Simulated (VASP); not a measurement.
# Mg5CdO6: relaxation of cell and atoms with PBE

Mg5CdO6:

```
Mg Cd O
1.0
     3.37683    0.00000    0.00000
     0.00000    3.37683    0.00000
     0.00000    0.00000   14.32666
Mg Cd O
5 1 6
Cartesian
  0.0000 0.0000 11.9389
  0.0000 0.0000 2.3878
  1.6884 1.6884 4.7756
  0.0000 0.0000 7.1633
  1.6884 1.6884 9.5511
  1.6884 1.6884 0.0000
  0.0000 0.0000 0.0000
  1.6884 1.6884 2.3878
  0.0000 0.0000 4.7756
  1.6884 1.6884 7.1633
  0.0000 0.0000 9.5511
  1.6884 1.6884 11.9389
```

```
Program                : VASP 6.6.1
Task                   : relaxation of cell and atoms
Functional             : PBE
Potentials or basis    : VASP PAW PBE potentials, release 64 (Mg, Cd, O)
Cutoff                 : 600 eV
k mesh                 : 6 × 6 × 2
Occupations            : gaussian, width 0.1 eV
Spin                   : no spin polarisation
Dipole correction      : no
Further INCAR settings : ALGO = Normal; EDIFF = 1e-06; IBRION = 2; EDIFFG = -0.04; NSW = 90; ISIF = 3
```

- Relaxed volume: 10.46 Å³/atom
- Relaxed cell: a = 3.100 Å, b = 3.100 Å, c = 13.068 Å, α = 90.00°, β = 90.00°, γ = 90.00°
- Space group after relaxing (to 0.1 Å): P4/mmm (No. 123)
- Energy gained by relaxing: 297.6 meV/atom
- Ionic steps: 10
- Pressure after relaxing: 0.0 GPa
- Largest force after relaxing: 0.039 eV/Å
- Band gap on the k mesh: 1.44 eV (least direct gap 2.76 eV)

Forces on the atoms (eV/Å):
```
Mg   0.000  0.000 -0.036
Mg   0.000  0.000  0.036
Mg   0.000  0.000  0.012
Mg   0.000  0.000  0.000
Mg   0.000  0.000 -0.012
Cd   0.000  0.000  0.000
O    0.000  0.000  0.000
O    0.000  0.000  0.039
O    0.000  0.000 -0.033
O    0.000  0.000  0.000
O    0.000  0.000  0.033
O    0.000  0.000 -0.039
```

Stress tensor (GPa, compression positive):
```
-0.13  0.00  0.00
 0.00 -0.13  0.00
 0.00  0.00  0.21
```

The path:
| step | energy change (eV) | largest force (eV/Å) | pressure (GPa) | volume (Å³) |
| --- | --- | --- | --- | --- |
| 1 | 0.0000 | 0.8900 | -21.71 | 163.37 |
| 2 | -3.2485 | 1.3286 | 3.04 | 123.52 |
| 3 | -3.2646 | 1.3007 | 0.60 | 125.51 |
| 4 | -3.3939 | 0.6685 | 0.57 | 125.10 |
| 5 | -3.4182 | 0.8213 | 0.75 | 124.83 |
| 6 | -3.4998 | 0.4917 | -0.14 | 125.56 |
| 7 | -3.5140 | 0.7109 | -0.56 | 126.03 |
| 8 | -3.5579 | 0.1942 | -0.09 | 125.62 |
| 9 | -3.5610 | 0.2576 | 0.12 | 125.49 |
| 10 | -3.5707 | 0.0392 | -0.01 | 125.57 |

Final structure:
```yaml
crystal:
  lattice:
    - [3.09979, 0.00000, 0.00000]
    - [0.00000, 3.09979, 0.00000]
    - [0.00000, 0.00000, 13.06818]
  atoms:
    - { symbol: Mg, position: [0.00000, 0.00000, 0.82059] }
    - { symbol: Mg, position: [0.00000, 0.00000, 0.17941] }
    - { symbol: Mg, position: [0.50000, 0.50000, 0.34106] }
    - { symbol: Mg, position: [0.00000, 0.00000, 0.50000] }
    - { symbol: Mg, position: [0.50000, 0.50000, 0.65894] }
    - { symbol: Cd, position: [0.50000, 0.50000, 0.00000] }
    - { symbol: O, position: [0.00000, 0.00000, 0.00000] }
    - { symbol: O, position: [0.50000, 0.50000, 0.18247] }
    - { symbol: O, position: [0.00000, 0.00000, 0.34054] }
    - { symbol: O, position: [0.50000, 0.50000, 0.50000] }
    - { symbol: O, position: [0.00000, 0.00000, 0.65946] }
    - { symbol: O, position: [0.50000, 0.50000, 0.81753] }
```

Levels at points of the mesh, in eV from the valence-band top:
```tsv
k point	band 27	band 28	band 29	band 30	band 31	band 32
(0.00, 0.00, 0.00)	-1.49	-1.31	-1.31	1.44	3.87	4.19
(0.50, 0.00, 0.00)	-1.85	-1.30	0.00	5.03	5.47	6.09
(0.50, 0.50, 0.00)	-2.48	-2.48	-2.45	5.06	7.18	8.24
(0.00, 0.00, 0.50)	-1.59	-1.31	-1.31	1.66	3.22	5.15
(0.50, 0.00, 0.50)	-1.85	-1.22	0.00	5.00	5.39	6.25
(0.50, 0.50, 0.50)	-2.51	-2.51	-2.39	5.08	7.33	8.00
```

It took 9.6 min on 1 thread of AMD EPYC 9R45 96-Core Processor (Zen 5), on a shared host, peak memory 0.36 GiB.

Caveat: the volume moved by over 15 % at a fixed basis, so the end points are rough. A k mesh can miss the band edges.
